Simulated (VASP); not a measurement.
# W (Im-3m) in VASP: single point with PBE

Aim: the single point of W with PBE.

Everything below comes from runs of VASP 6.6.1. Logs are shortened: lines on timing, memory, paths and dates and some standing lists are left out, and cuts for length are marked.

## 1. The cell of the first run

Symmetry: Im-3m, No. 229, cubic system. Conventional cell: a = 3.209 Å, b = 3.209 Å, c = 3.209 Å, α = 90.00°, β = 90.00°, γ = 90.00°. Within 3.7 Å of W (site symmetry m-3m) lie 14 W at 2.78 to 3.21 Å.

## 2. Single point, PBE (16.52 Å³/atom)

Contents of INCAR:

```
SYSTEM = W
ALGO     = Normal         ! electronic algorithm
EDIFF    = 1E-7           ! SCF threshold, eV
ENCUT    = 520            ! plane-wave cutoff, eV
GGA      = PE             ! functional
ISIF     = 2              ! what is computed and relaxed
ISMEAR   = 0              ! smearing method
LASPH    = .TRUE.         ! aspherical terms in the spheres
LCHARG   = .FALSE.        ! write CHGCAR
LREAL    = .FALSE.        ! projectors in reciprocal space
LWAVE    = .FALSE.        ! write WAVECAR
NBANDS   = 13             ! bands
NELM     = 60             ! most SCF steps
PREC     = Accurate       ! precision mode
SIGMA    = 0.05           ! smearing width, eV
```

Contents of KPOINTS:

```
k-points
0
G
  18 18 18
  0 0 0
```

Contents of POSCAR:

```
W
1.0
   -1.6044989691      1.6044989691      1.6044989691
    1.6044989691     -1.6044989691      1.6044989691
    1.6044989691      1.6044989691     -1.6044989691
W
1
Direct
    0.0000000000      0.0000000000      0.0000000000
```

Potentials or basis: VASP PAW PBE potentials, release 64 (W_sv).

On the command line:

```console
$ cat potpaw_PBE.64/W_sv/POTCAR > POTCAR
$ mpirun -np 1 vasp_std > vasp.out
```

OUTCAR:

```text
SYSTEM = W
   EDIFF = 1E-7
   ENCUT = 520
   GGA = PE
   ISIF = 2
   ISMEAR = 0
   LASPH = .TRUE.
   LREAL = .FALSE.
   NELM = 60
   PREC = Accurate

 ion  position               nearest neighbor table
   1  0.000  0.000  0.000-

  LATTYP: Found a body centered cubic cell.
 ALAT       =     3.2089979382

  Lattice vectors:

 A1 = (  -1.6044989691,   1.6044989691,   1.6044989691)
 A2 = (   1.6044989691,  -1.6044989691,   1.6044989691)
 A3 = (   1.6044989691,   1.6044989691,  -1.6044989691)

Analysis of symmetry for initial positions (statically):
=====================================================================
 Subroutine PRICEL returns:
 Original cell was already a primitive cell.

 Routine SETGRP: Setting up the symmetry group for a
 body centered cubic supercell.

 Subroutine GETGRP returns: Found 48 space group operations
 (whereof 48 operations were pure point group operations)
 out of a pool of 48 trial point group operations.

The static configuration has the point symmetry O_h .

Analysis of symmetry for dynamics (positions and initial velocities):
=====================================================================
 Subroutine PRICEL returns:
 Original cell was already a primitive cell.

 Routine SETGRP: Setting up the symmetry group for a
 body centered cubic supercell.

 Subroutine GETGRP returns: Found 48 space group operations
 (whereof 48 operations were pure point group operations)
 out of a pool of 48 trial point group operations.

The dynamic configuration has the point symmetry O_h .

 Subroutine INISYM returns: Found 48 space group operations
 (whereof 48 operations are pure point group operations),
 and found     1 'primitive' translations

----------------------------------------------------------------------------------------

                                     Primitive cell

  volume of cell :      16.5226

  direct lattice vectors                    reciprocal lattice vectors
    -1.604498969  1.604498969  1.604498969     0.000000000  0.311623759  0.311623759
     1.604498969 -1.604498969  1.604498969     0.311623759  0.000000000  0.311623759
     1.604498969  1.604498969 -1.604498969     0.311623759  0.311623759  0.000000000

  length of vectors
     2.779073735  2.779073735  2.779073735     0.440702546  0.440702546  0.440702546

  position of ions in fractional coordinates (direct lattice)
     0.000000000  0.000000000  0.000000000

  ion indices of the primitive-cell ions
   primitive index   ion index
                 1           1

----------------------------------------------------------------------------------------

 KPOINTS: k-points

Automatic generation of k-mesh.
 Grid dimensions read from file:
 generate k-points for:   18   18   18

 Generating k-lattice:

  Cartesian coordinates                     Fractional coordinates (reciprocal lattice)
     0.000000000  0.017312431  0.017312431     0.055555556  0.000000000  0.000000000
     0.017312431  0.000000000  0.017312431     0.000000000  0.055555556  0.000000000
     0.017312431  0.017312431  0.000000000     0.000000000  0.000000000  0.055555556

  Length of vectors
     0.024483475  0.024483475  0.024483475

  Shift w.r.t. Gamma in fractional coordinates (k-lattice)
     0.000000000  0.000000000  0.000000000

 Subroutine IBZKPT returns following result:
 ===========================================

 Found    195 irreducible k-points:

 Following reciprocal coordinates:
            Coordinates               Weight
  0.000000  0.000000  0.000000      1.000000
  0.055556  0.000000  0.000000     12.000000
  0.111111  0.000000  0.000000     12.000000
  0.166667  0.000000  0.000000     12.000000
  0.222222  0.000000  0.000000     12.000000
  0.277778  0.000000  0.000000     12.000000
[... 16 lines left out ...]
  0.333333  0.111111  0.000000     48.000000
  0.388889  0.111111  0.000000     48.000000
 [... further k-points ...]
   k-points           NKPTS =    195   k-points in BZ     NKDIM =    195   number of bands    NBANDS=     13
   number of dos      NEDOS =    301   number of ions     NIONS =      1
   total plane-waves  NPLWV =  13824
   dimension x,y,z NGX =    24 NGY =   24 NGZ =   24
   dimension x,y,z NGXF=    48 NGYF=   48 NGZF=   48
   ions per type =               1
   NGX,Y,Z   is equivalent  to a cutoff of  14.36, 14.36, 14.36 a.u.
   NGXF,Y,Z  is equivalent  to a cutoff of  28.71, 28.71, 28.71 a.u.
 SYSTEM =  W
   PREC   = accura    normal or accurate (medium, high low for compatibility)
   ISTART =      0    job   : 0-new  1-cont  2-samecut
   ICHARG =      2    charge: 1-file 2-atom 10-const
   ISPIN  =      1    spin polarized calculation?
   LNONCOLLINEAR =      F non collinear calculations
   LSORBIT =      F    spin-orbit coupling
   LASPH  =      T    aspherical Exc in radial PAW
   ENCUT  =  520.0 eV  38.22 Ry    6.18 a.u.   5.17  5.17  5.17*2*pi/ulx,y,z
   NELM   =     60;   NELMIN=  2; NELMDL= -5     # of ELM steps
   EDIFF  = 0.1E-06   stopping-criterion for ELM
   LREAL  =      F    real-space projection
   EDIFFG = 0.1E-05   stopping-criterion for IOM
   NSW    =      0    number of steps for IOM
   IBRION =     -1    ionic relax: 0-MD 1-quasi-New 2-CG
   NFREE  =      0    steps in history (QN), initial steepest desc. (CG)
   ISIF   =      2    stress and relaxation
   ISYM   =      2    0-nonsym 1-usesym 2-fastsym
   POTIM  = 0.5000    time-step for ionic-motion
   TEBEG  =    0.0;   TEEND  =   0.0 temperature during run
   PSTRESS=    0.0 pullay stress
   NELECT =      14.0000    total number of electrons
   NUPDOWN=      -1.0000    fix difference up-down
   EMIN   =  10.00;   EMAX   =-10.00  energy-range for DOS
   EFERMI =   0.00;   METHOD = LEGACY
   ISMEAR =     0;   SIGMA  =   0.05  broadening in eV -4-tet -1-fermi 0-gaus
   EFERMI_NEDOS =   21; number of points for ismear=-14 and -15
   IALGO  =     38    algorithm
   IMIX   =      4    mixing-type and parameters
     AMIX     =   0.40;   BMIX     =  1.00
     AMIX_MAG =   1.60;   BMIX_MAG =  1.00
  volume/ion in A,a.u.               =      16.52       111.50
  Fermi-wavevector in a.u.,A,eV,Ry     =   1.549143  2.927455 32.651844  2.399843
  Thomas-Fermi vector in A             =   2.653992
   LORBIT       =      0    0 simple, 1 ext, 2 COOP (PROOUT), +10 PAW based schemes
   GGA     = PE    functional components
   LHFCALC =     F    Hartree Fock is set to
   AEXX    =    0.0000 exact exchange contribution
   IVDW    =     0    specifies the selected vdW correction
   LEPSILON=     F    determine dielectric tensor
   LRPA    =     F    only Hartree local field effects (RPA)
 non-spin polarized calculation
 Gauss-broadening in eV      SIGMA  =   0.05
  energy-cutoff  :      520.00
  volume of cell :       16.52
 maximum number of plane-waves:       466
 NGX is ok and might be reduce to    24
   NGX = 11   NGY = 11   NGZ = 11

 number of electron      14.0000001 magnetization

 Free energy of the ion-electron system (eV)
  ---------------------------------------------------
  ext. energy  EPLUGINS =         0.00000000
  ---------------------------------------------------
  free energy    TOTEN  =       -12.94234933 eV

  energy without entropy =      -12.94117642  energy(sigma->0) =      -12.94176287

 E-fermi :  10.8507     XC(G=0): -13.4065

 val. band max:       10.8480700979   @ k =  -0.2778   0.3333   0.2222
 cond. band min:      10.8662705775   @ k =   0.5000   0.5000   0.2222
 fundamental gap:      0.0182004796
 Fermi energy:        10.8506584810

 k-point     1 :       0.0000    0.0000    0.0000
  band No.  band energies     occupation
      1     -63.3812      2.00000
      2     -27.0008      2.00000
      3     -27.0008      2.00000
      4     -27.0008      2.00000
      5       1.4467      2.00000
      6       9.6937      2.00000
      7       9.6937      2.00000
      8       9.6937      2.00000
      9      13.0184      0.00000
     10      13.0184      0.00000
     11      25.2731      0.00000
     12      25.2731      0.00000
     13      25.2731      0.00000

 k-point     2 :       0.0556    0.0000    0.0000
  band No.  band energies     occupation
      1     -63.3779      2.00000
      2     -27.0371      2.00000
      3     -27.0122      2.00000
      4     -27.0009      2.00000
      5       1.5892      2.00000
      6       9.6077      2.00000
      7       9.6748      2.00000
      8       9.8303      2.00000
      9      12.8815      0.00000
     10      13.0196      0.00000
     11      25.3933      0.00000
     12      25.5162      0.00000
     13      25.6136      0.00000

 k-point     3 :       0.1111    0.0000    0.0000
  band No.  band energies     occupation
      1     -63.3683      2.00000
      2     -27.1409      2.00000
      3     -27.0451      2.00000
      4     -27.0013      2.00000
      5       2.0021      2.00000
      6       9.3698      2.00000
      7       9.5924      2.00000
      8      10.2357      2.00000
      9      12.5857      0.00000
     10      13.0297      0.00000
     11      25.6909      0.00000
     12      26.2237      0.00000
     13      26.4770      0.00000
[... 305 lines left out ...]
 k-point    23 :       0.3333    0.1111    0.0000
  band No.  band energies     occupation
      1     -63.2789      2.00000
      2     -27.9760      2.00000
      3     -27.3596      2.00000
      4     -27.0542      2.00000
      5       5.2309      2.00000
      6       7.7577      2.00000
      7       9.5234      2.00000
      8      12.7034      0.00000
      9      13.8148      0.00000
     10      15.9371      0.00000
     11      22.3562      0.00000
     12      23.9057      0.00000
     13      28.0418      0.00000

 k-point    24 :       0.3889    0.1111    0.0000
  band No.  band energies     occupation
      1     -63.2697      2.00000
      2     -28.0533      2.00000
      3     -27.3980      2.00000
      4     -27.0554      2.00000
      5       5.2537      2.00000
      6       7.6224      2.00000
      7      10.2110      2.00000
      8      12.7798      0.00000
      9      14.0259      0.00000
     10      16.9224      0.00000
     11      21.1929      0.00000
     12      23.2077      0.00000
     13      27.0612      0.00000

 [... further k-points ...]

------------------------ aborting loop because EDIFF is reached ----------------------------------------

  FORCE on cell =-STRESS in cart. coord.  units (eV):
  Direction    XX          YY          ZZ          XY          YZ          ZX
  --------------------------------------------------------------------------------------
  -------------------------------------------------------------------------------------
  Total       -0.6734934     -0.6734934     -0.6734934     -0.0000000     -0.0000000      0.0000000
  in kB      -65.3078785    -65.3078785    -65.3078785     -0.0000000     -0.0000000      0.0000000
  external PRESSURE =     -65.3078785 kB  Pullay stress =       0.0000000 kB

 VOLUME and BASIS-vectors are now :
 -----------------------------------------------------------------------------
  energy-cutoff  :      520.00
  volume of cell :       16.52
      direct lattice vectors                 reciprocal lattice vectors
    -1.604498969  1.604498969  1.604498969     0.000000000  0.311623759  0.311623759
     1.604498969 -1.604498969  1.604498969     0.311623759  0.000000000  0.311623759
     1.604498969  1.604498969 -1.604498969     0.311623759  0.311623759  0.000000000

 POSITION                                       TOTAL-FORCE (eV/Angst)
 -----------------------------------------------------------------------------------
      0.00000      0.00000      0.00000        -0.000000     -0.000000     -0.000000
 -----------------------------------------------------------------------------------
    total drift:                                0.000000      0.000000     -0.000000

  FREE ENERGIE OF THE ION-ELECTRON SYSTEM (eV)
  ---------------------------------------------------
  free  energy   TOTEN  =       -12.9423493287 eV

  energy  without entropy=      -12.9411764197  energy(sigma->0) =      -12.94176287
```

Wall time 53 s (1 thread of Intel Xeon 8259CL, shared host); peak memory 0.17 GiB.

What came out:

* Free energy: -12.9423 eV
* Pressure: -6.5 GPa
* Band gap on the k mesh: zero (bands 7 and 8 overlap by 6.03 eV)

Levels at points of the mesh, in eV from the Fermi level:
```tsv
k point	band 3	band 4	band 5	band 6	band 7	band 8	band 9	band 10	band 11	band 12
(0.00, 0.00, 0.00)	-37.85	-37.85	-9.40	-1.16	-1.16	-1.16	2.17	2.17	14.42	14.42
(0.50, 0.00, 0.00)	-38.22	-37.86	-6.01	-3.37	0.55	2.04	2.97	5.79	10.43	11.38
(0.50, 0.50, 0.50)	-38.64	-38.64	-5.51	-5.51	4.88	4.88	4.88	7.92	7.92	7.92
```

Caveat: the cell stands under tension; spin-orbit coupling is left out, which moves the levels of the heavy elements.
